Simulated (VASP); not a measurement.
Runs of VASP 6.6.1 on Pd. The structure is that of space group Fm-3m (No. 225), or close to it. The cells are those of the table. 

| task | cell | cutoff (eV) | k mesh for the DOS | occupations for the DOS | gap on the mesh (eV) | pressure (GPa) |
| --- | --- | --- | --- | --- | --- | --- |
| single point | a = 2.661 Å, angles 60.0°, 1 atom | 500 | - | - | none | 16.9 |
| single point | a = 2.716 Å, angles 60.0°, 1 atom | 500 | - | - | none | (a) |
| single point | a = 2.521 Å, angles 60.0°, 1 atom | 500 | - | - | none | 91.8 |
| single point | a = 2.341 Å, angles 60.0°, 1 atom | 500 | - | - | none | 324.0 |

Alike in all rows: level LDA; potentials or basis VASP PAW LDA potentials, release 64 (Pd); no spin polarisation; k mesh 19 × 19 × 19; smearing fermi-dirac 0.08 eV.

**Question.** Estimate the missing entries.

**Answer.** (a) 0.3.

A k mesh can miss the band edges, and the runs leave out spin-orbit coupling on Pd.

A gap of «none» marks levels without a gap at the run's occupations.
